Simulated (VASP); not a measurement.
# HfN (rocksalt type) (Fm-3m) in VASP: relaxation of cell and atoms with PBE

Aim: the relaxation of cell and atoms of HfN (rocksalt type) with PBE.

Program: VASP 6.6.1. These are calculated values, not measurements. Logs are shortened: lines on timing, memory, paths and dates and some standing lists are left out, and cuts for length are marked.

### Step 1. The cell of the first run

Symmetry: Fm-3m, No. 225, cubic system. Conventional cell: a = 4.309 Å, b = 4.309 Å, c = 4.309 Å, α = 90.00°, β = 90.00°, γ = 90.00°. Hf (site symmetry m-3m) has 6 N at 2.15 Å within 2.9 Å. Within 2.9 Å of N (site symmetry m-3m) lie 6 Hf at 2.15 Å.

### Step 2. Relaxation of cell and atoms, PBE

Contents of INCAR:

```
  PREC = Accurate
  ENCUT = 600
  EDIFF = 1E-7
  ISMEAR = -1
  SIGMA = 0.1
  LREAL = F
  LASPH = T
  NELM = 60
  ALGO = Normal
  ISIF = 3
  LWAVE = F
  LCHARG = F
  GGA = PE
  IBRION = 2
  NSW = 60
  EDIFFG = -0.005
```

Contents of KPOINTS:

```
regular mesh
0
Gamma
  15 15 15
```

Contents of POSCAR:

```
HfN
1.0
    0.0000000000      2.1544346900      2.1544346900
    2.1544346900      0.0000000000      2.1544346900
    2.1544346900      2.1544346900      0.0000000000
Hf N
1 1
Direct
    0.0000000000      0.0000000000      0.0000000000
    0.5000000000      0.5000000000      0.5000000000
```

Potentials or basis: VASP PAW PBE potentials, release 64 (Hf_pv, N).

Command:

```
$ cat potpaw_PBE.64/Hf_pv/POTCAR potpaw_PBE.64/N/POTCAR > POTCAR
$ mpirun -np 1 vasp_std > vasp.out
```

OUTCAR:

```text
PREC = Accurate
   ENCUT = 600
   EDIFF = 1E-7
   ISMEAR = -1
   LREAL = F
   LASPH = T
   NELM = 60
   ISIF = 3
   GGA = PE
   IBRION = 2
   NSW = 60
   EDIFFG = -0.005

 ion  position               nearest neighbor table
   1  0.000  0.000  0.000-   2 2.15   2 2.15   2 2.15   2 2.15   2 2.15   2 2.15
   2  0.500  0.500  0.500-   1 2.15   1 2.15   1 2.15   1 2.15   1 2.15   1 2.15

  LATTYP: Found a face centered cubic cell.
 ALAT       =     4.3088693800

  Lattice vectors:

 A1 = (   0.0000000000,   2.1544346900,   2.1544346900)
 A2 = (   2.1544346900,   0.0000000000,   2.1544346900)
 A3 = (   2.1544346900,   2.1544346900,   0.0000000000)

Analysis of symmetry for initial positions (statically):
=====================================================================
 Subroutine PRICEL returns:
 Original cell was already a primitive cell.

 Routine SETGRP: Setting up the symmetry group for a
 face centered cubic supercell.

 Subroutine GETGRP returns: Found 48 space group operations
 (whereof 48 operations were pure point group operations)
 out of a pool of 48 trial point group operations.

The static configuration has the point symmetry O_h .

Analysis of symmetry for dynamics (positions and initial velocities):
=====================================================================
 Subroutine PRICEL returns:
 Original cell was already a primitive cell.

 Routine SETGRP: Setting up the symmetry group for a
 face centered cubic supercell.

 Subroutine GETGRP returns: Found 48 space group operations
 (whereof 48 operations were pure point group operations)
 out of a pool of 48 trial point group operations.

The dynamic configuration has the point symmetry O_h .

 Subroutine INISYM returns: Found 48 space group operations
 (whereof 48 operations are pure point group operations),
 and found     1 'primitive' translations

----------------------------------------------------------------------------------------

                                     Primitive cell

  volume of cell :      20.0000

  direct lattice vectors                    reciprocal lattice vectors
     0.000000000  2.154434690  2.154434690    -0.232079442  0.232079442  0.232079442
     2.154434690  0.000000000  2.154434690     0.232079442 -0.232079442  0.232079442
     2.154434690  2.154434690  0.000000000     0.232079442  0.232079442 -0.232079442

  length of vectors
     3.046830758  3.046830758  3.046830758     0.401973384  0.401973384  0.401973384

  position of ions in fractional coordinates (direct lattice)
     0.000000000  0.000000000  0.000000000
     0.500000000  0.500000000  0.500000000

  ion indices of the primitive-cell ions
   primitive index   ion index
                 1           1
                 2           2

----------------------------------------------------------------------------------------

 KPOINTS: regular mesh

Automatic generation of k-mesh.
 Grid dimensions read from file:
 generate k-points for:   15   15   15

 Generating k-lattice:

  Cartesian coordinates                     Fractional coordinates (reciprocal lattice)
    -0.015471963  0.015471963  0.015471963     0.066666667  0.000000000  0.000000000
     0.015471963 -0.015471963  0.015471963     0.000000000  0.066666667  0.000000000
     0.015471963  0.015471963 -0.015471963     0.000000000  0.000000000  0.066666667

  Length of vectors
     0.026798226  0.026798226  0.026798226

  Shift w.r.t. Gamma in fractional coordinates (k-lattice)
     0.000000000  0.000000000  0.000000000

 Subroutine IBZKPT returns following result:
 ===========================================

 Found    120 irreducible k-points:

 Following reciprocal coordinates:
            Coordinates               Weight
  0.000000  0.000000  0.000000      1.000000
  0.066667  0.000000  0.000000      8.000000
  0.133333  0.000000  0.000000      8.000000
  0.200000  0.000000  0.000000      8.000000
  0.266667  0.000000  0.000000      8.000000
  0.333333  0.000000  0.000000      8.000000
[... 16 lines left out ...]
  0.133333  0.133333  0.000000      6.000000
  0.200000  0.133333  0.000000     24.000000
 [... further k-points ...]
   k-points           NKPTS =    120   k-points in BZ     NKDIM =    120   number of bands    NBANDS=     11
   number of dos      NEDOS =    301   number of ions     NIONS =      2
   total plane-waves  NPLWV =  13824
   dimension x,y,z NGX =    24 NGY =   24 NGZ =   24
   dimension x,y,z NGXF=    48 NGYF=   48 NGZF=   48
   ions per type =               1   1
   NGX,Y,Z   is equivalent  to a cutoff of  13.10, 13.10, 13.10 a.u.
   NGXF,Y,Z  is equivalent  to a cutoff of  26.19, 26.19, 26.19 a.u.
 SYSTEM =  unknown system
   PREC   = accura    normal or accurate (medium, high low for compatibility)
   ISTART =      0    job   : 0-new  1-cont  2-samecut
   ICHARG =      2    charge: 1-file 2-atom 10-const
   ISPIN  =      1    spin polarized calculation?
   LNONCOLLINEAR =      F non collinear calculations
   LSORBIT =      F    spin-orbit coupling
   LASPH  =      T    aspherical Exc in radial PAW
   ENCUT  =  600.0 eV  44.10 Ry    6.64 a.u.   6.09  6.09  6.09*2*pi/ulx,y,z
   NELM   =     60;   NELMIN=  2; NELMDL= -5     # of ELM steps
   EDIFF  = 0.1E-06   stopping-criterion for ELM
   LREAL  =      F    real-space projection
   EDIFFG = -.5E-02   stopping-criterion for IOM
   NSW    =     60    number of steps for IOM
   IBRION =      2    ionic relax: 0-MD 1-quasi-New 2-CG
   NFREE  =      1    steps in history (QN), initial steepest desc. (CG)
   ISIF   =      3    stress and relaxation
   ISYM   =      2    0-nonsym 1-usesym 2-fastsym
   POTIM  = 0.5000    time-step for ionic-motion
   TEBEG  =    0.0;   TEEND  =   0.0 temperature during run
   PSTRESS=    0.0 pullay stress
   NELECT =      15.0000    total number of electrons
   NUPDOWN=      -1.0000    fix difference up-down
   EMIN   =  10.00;   EMAX   =-10.00  energy-range for DOS
   EFERMI =   0.00;   METHOD = LEGACY
   ISMEAR =    -1;   SIGMA  =   0.10  broadening in eV -4-tet -1-fermi 0-gaus
   EFERMI_NEDOS =   21; number of points for ismear=-14 and -15
   IALGO  =     38    algorithm
   IMIX   =      4    mixing-type and parameters
     AMIX     =   0.40;   BMIX     =  1.00
     AMIX_MAG =   1.60;   BMIX_MAG =  1.00
  volume/ion in A,a.u.               =      10.00        67.48
  Fermi-wavevector in a.u.,A,eV,Ry     =   1.487403  2.810784 30.101080  2.212367
  Thomas-Fermi vector in A             =   2.600568
   LORBIT       =      0    0 simple, 1 ext, 2 COOP (PROOUT), +10 PAW based schemes
   GGA     = PE    functional components
   LHFCALC =     F    Hartree Fock is set to
   AEXX    =    0.0000 exact exchange contribution
   IVDW    =     0    specifies the selected vdW correction
   LEPSILON=     F    determine dielectric tensor
   LRPA    =     F    only Hartree local field effects (RPA)
 conjugate gradient relaxation of ions
 non-spin polarized calculation
  energy-cutoff  :      600.00
  volume of cell :       20.00
 maximum number of plane-waves:       681
   NGX = 13   NGY = 13   NGZ = 13

--------------------------------------- Ionic step        1  -------------------------------------------

 number of electron      14.9999998 magnetization

 Free energy of the ion-electron system (eV)
  ---------------------------------------------------
  ext. energy  EPLUGINS =         0.00000000
  ---------------------------------------------------
  free energy    TOTEN  =       -21.24634831 eV

  energy without entropy =      -21.22933712  energy(sigma->0) =      -21.23784272

------------------------ aborting loop because EDIFF is reached ----------------------------------------

  FORCE on cell =-STRESS in cart. coord.  units (eV):
  Direction    XX          YY          ZZ          XY          YZ          ZX
  --------------------------------------------------------------------------------------
  -------------------------------------------------------------------------------------
  Total        7.1887963      7.1887963      7.1887963      0.0000000      0.0000000      0.0000000
  in kB      575.8863249    575.8863249    575.8863249      0.0000000      0.0000000      0.0000000
  external PRESSURE =     575.8863249 kB  Pullay stress =       0.0000000 kB
[... 129 lines left out ...]
  energy  without entropy=      -21.7454204807  energy(sigma->0) =      -21.75559125

--------------------------------------- Ionic step        5  -------------------------------------------

 number of electron      15.0000000 magnetization

 Free energy of the ion-electron system (eV)
  ---------------------------------------------------
  ext. energy  EPLUGINS =         0.00000000
  ---------------------------------------------------
  free energy    TOTEN  =       -21.76596338 eV

  energy without entropy =      -21.74569759  energy(sigma->0) =      -21.75583049

 E-fermi :   8.2875     XC(G=0): -12.6740

 val. band max:        8.2766215563   @ k =   0.2667   0.0667   0.0000
 cond. band min:       8.3252306796   @ k =  -0.1333   0.0667   0.0000
 fundamental gap:      0.0486091233
 Fermi energy:         8.2874839609

 k-point     1 :       0.0000    0.0000    0.0000
  band No.  band energies     occupation
      1     -22.9099      2.00000
      2     -22.9099      2.00000
      3     -22.9099      2.00000
      4      -9.1594      2.00000
      5       5.2697      2.00000
      6       5.2697      2.00000
      7       5.2697      2.00000
      8       7.9459      1.93642
      9       7.9459      1.93642
     10       7.9459      1.93642
     11       9.9758      0.00000
[... 309 lines left out ...]
 k-point    24 :       0.2000    0.1333    0.0000
  band No.  band energies     occupation
      1     -23.1750      2.00000
      2     -22.9834      2.00000
      3     -22.9742      2.00000
      4      -8.4121      2.00000
      5       2.4096      2.00000
      6       4.3467      2.00000
      7       4.4708      2.00000
      8       7.0233      1.99999
      9       9.8288      0.00000
     10       9.8796      0.00000
     11      10.9553      0.00000

 [... further k-points ...]
[... 5 lines left out ...]
  --------------------------------------------------------------------------------------
  -------------------------------------------------------------------------------------
  Total        0.0007678      0.0007678      0.0007678     -0.0000000      0.0000000      0.0000000
  in kB        0.0527660      0.0527660      0.0527660     -0.0000000      0.0000000      0.0000000
  external PRESSURE =       0.0527660 kB  Pullay stress =       0.0000000 kB
[... 17 lines left out ...]
  FREE ENERGIE OF THE ION-ELECTRON SYSTEM (eV)
  ---------------------------------------------------
  free  energy   TOTEN  =       -21.7659633839 eV

  energy  without entropy=      -21.7456975950  energy(sigma->0) =      -21.75583049

 reached required accuracy - stopping structural energy minimisation
```

It took 1.8 min on 1 thread of AMD EPYC 7R13 (Zen 3), shared host; peak memory 0.15 GiB.

What came out:

```yaml
Free_energy: -21.7660 eV
Relaxed_volume: 11.66 Å³/atom
Relaxed_cell: a = 3.207 Å, b = 3.207 Å, c = 3.207 Å, α = 60.00°, β = 60.00°, γ = 60.00°
Space_group_after_relaxing_to_0.05_Å: Fm-3m (No. 225)
Energy_gained_by_relaxing: 259.8 meV/atom
Ionic_steps: 5
Pressure_after_relaxing: 0.0 GPa
```

Step by step:
```
step  energy change (eV)  largest force (eV/Å)  pressure (GPa)  volume (Å³)
   1              0.0000                0.0000           57.59        20.00
   2              1.1119                0.0000          -43.43        32.31
   3             -0.5139                0.0000           -4.44        23.72
   4             -0.5194                0.0000           -0.85        23.39
   5             -0.5196                0.0000            0.01        23.31
```

Final structure:
```
Hf N
1.0
     0.00000    2.26740    2.26740
     2.26740    0.00000    2.26740
     2.26740    2.26740    0.00000
Hf N
1 1
Direct
  0.00000 0.00000 0.00000
  0.50000 0.50000 0.50000
```

Levels at points of the mesh, in eV from the Fermi level:
| k point | band 6 | band 7 | band 8 | band 9 | band 10 | band 11 |
| --- | --- | --- | --- | --- | --- | --- |
| (0.00, 0.00, 0.00) | -3.02 | -3.02 | -0.34 | -0.34 | -0.34 | 1.69 |

Caveat: the volume moved by over 15 % at a fixed basis, so the end points are rough; spin-orbit coupling is left out, which moves the levels of the heavy elements.
